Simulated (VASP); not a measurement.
Write the native input for VASP 6.6.1 that does the following.

```yaml
Task: single point
Functional: PBE
Potentials_or_basis: VASP PAW PBE potentials, release 64 (As, C, O)
Cutoff: 520 eV
k_mesh: 6 × 6 × 6
Occupations: gaussian, width 0.1 eV
Spin: no spin polarisation
Dipole_correction: no
Further_INCAR_settings: ALGO = Normal; EDIFF = 1e-06; NBANDS = 25
```

The structure of As2CO3 lies in POSCAR:

```
As2CO3
1.0
    5.6009766166     -0.0000000031      0.0000000000
   -2.8004883056      4.8505880375      0.0000000000
    0.0000000000      0.0000000000      2.8712011887
As C O
2 1 3
Direct
    0.3333333333      0.6666666667      0.0000000000
    0.6666666667      0.3333333333      0.0000000000
    0.0000000000      0.0000000000      0.0000000000
    0.5000000000      0.0000000000      0.5000000000
    0.0000000000      0.5000000000      0.5000000000
    0.5000000000      0.5000000000      0.5000000000
```

The cell was generated, and may not be a known phase.

These files were run (other wordings do the same):

INCAR

```
ALGO = Normal ; EDIFF = 1E-6
ENCUT = 520 ; GGA = PE
ISIF = 2 ; ISMEAR = 0
LASPH = True ; LCHARG = False
LREAL = False ; LWAVE = False
NBANDS = 25 ; NELM = 80
PREC = Accurate ; SIGMA = 0.1
```

KPOINTS

```
k-points
0
Gamma
  6 6 6
```

Potentials or basis: VASP PAW PBE potentials, release 64 (As, C, O).

Command:

```console
$ cat potpaw_PBE.64/As/POTCAR potpaw_PBE.64/C/POTCAR potpaw_PBE.64/O/POTCAR > POTCAR
$ mpirun -np 1 vasp_std > vasp.out
```

Results of the run:

* Pressure: 0.1 GPa
* Band gap on the k mesh: zero (bands 16 and 17 overlap by 1.34 eV)

Caveat: the k points lie up to 0.36 Å⁻¹ apart, too coarse for converged energies and pressures of a metal.

It took 28 s on 1 thread of AMD EPYC 9R45 96-Core Processor (Zen 5) (shared host), peak memory 0.19 GiB.
